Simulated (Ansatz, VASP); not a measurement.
**One calculation of Ir, two programs**

File INCAR:

```
ALGO     = Fast           # electronic algorithm
EDIFF    = 1E-6           # SCF threshold, eV
ENCUT    = 520            # plane-wave cutoff, eV
GGA      = PE             # functional
ISIF     = 2              # what is computed and relaxed
ISMEAR   = 0              # smearing method
LASPH    = T              # aspherical terms in the spheres
LCHARG   = F              # write CHGCAR
LREAL    = F              # projectors in reciprocal space
LWAVE    = F              # write WAVECAR
NBANDS   = 16             # bands
NELM     = 100            # most SCF steps
PREC     = Accurate       # precision mode
SIGMA    = 0.15           # smearing width, eV
```

KPOINTS

```
k-points
0
Gamma
  16 16 12
```

POSCAR

```
Ir
1.0
    0.0000000000     -1.9351816027     -1.9351816027
    0.0000000000      1.9351816027     -1.9351816027
    3.8703632054      0.0000000000      0.0000000000
Ir
2
Direct
    0.5000000000      0.5000000000      0.4702870263
    0.0000000000      0.0000000000      0.0297129737
```

Input for Ansatz:

```yaml
crystal:
  lattice:
    - [0.0, -1.9351816027, -1.9351816027]
    - [0.0, 1.9351816027, -1.9351816027]
    - [3.8703632054, 0.0, 0.0]
  atoms:
    - { symbol: Ir, position: [0.5, 0.5, 0.4702870263] }
    - { symbol: Ir, position: [0.0, 0.0, 0.0297129737] }
basis:
  ecutwfc: 420
kpoints:
  mp_grid: { grid: [16, 16, 12] }
hamiltonian:
  xc: pbe
  pseudopotentials: { kind: paw, azcp: { folder: soft_1 } }
scf:
  occupations: { method: gaussian, width: 0.15 }
output:
  forces: true
  stress: true
  eigenvalues: true
```

Change from the starting cell: mode 4 frozen in at +0.000 Å and mode 6 at -0.115 Å (largest displacements).

Alike in both runs: task single point; functional PBE; k mesh 16 × 16 × 12; occupations gaussian, width 0.15 eV; no spin polarisation.

```csv
,VASP,Ansatz
version,VASP 6.6.1,Ansatz 0.2.0
potentials or method,"VASP PAW PBE potentials, release 64 (Ir), cutoff 520 eV","scalar-relativistic, plane waves, PAW"
valence electrons in the cell,18,34
```

VASP gave:

| Quantity | Value |
| --- | --- |
| gap on the k mesh at the Fermi level (eV) | none |
| pressure (GPa) | 10.3 |
| traceless stress, the component that is largest in VASP (GPa) | 1.32 |
| rms of the force components (eV/Å) | 1.736 |

Problem. Estimate Ansatz's values.

Solution. gap on the k mesh at the Fermi level (eV): none; pressure (GPa): 9.6; traceless stress, the component that is largest in VASP (GPa): 1.37; rms of the force components (eV/Å): 1.713.

Atom by atom the forces differ by 0.023 eV/Å (rms over components). A gap of «none» marks a metal or a gap that the smearing closes. With one functional, cell and mesh, what is left measures potentials, basis and numerics. VASP's potentials hold 18 valence electrons a cell and Ansatz's 34, so a difference there can come from the potentials and not from the codes.

Spin-orbit coupling is off throughout.
